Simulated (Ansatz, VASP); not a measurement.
## YHSe in VASP and in Ansatz

```xyz
3
Lattice="3.8409 0.0000 0.0000 -1.9205 3.3263 0.0000 0.0000 0.0000 3.6023" Properties=species:S:1:pos:R:3 pbc="T T T"
Y     0.0000    0.0000    0.0000
H     0.0000    2.2176    0.0000
Se    1.9205    1.1088    1.8012
```

Change from the starting cell: strain +0.000 along x and y, -0.080 along z, atoms carried along.

Alike in both runs: task single point; functional LDA; k mesh 9 × 9 × 8; occupations gaussian, width 0.05 eV; no spin polarisation.

|  | VASP | Ansatz |
| --- | --- | --- |
| version | VASP 6.6.1 | Ansatz 0.2.0 |
| potentials or method | VASP PAW LDA potentials, release 64 (Y_sv, H, Se), cutoff 520 eV | scalar-relativistic, plane waves, PAW |
| valence electrons in the cell | 18 | 28 |

```csv
,VASP,Ansatz,Ansatz less VASP
gap on the k mesh at the Fermi level (eV),0.57,0.57,+0.005
least direct gap on the mesh (eV),1.50,1.51,+0.015
pressure (GPa),2.0,1.8,-0.12
"traceless stress, the component that is largest in VASP (GPa)",8.35,8.34,-0.006
```

LDA's correlation is that of Perdew and Zunger in VASP and of Perdew and Wang (1992) in Ansatz. VASP's potentials hold 18 valence electrons a cell and Ansatz's 28, so a difference there can come from the potentials and not from the codes.
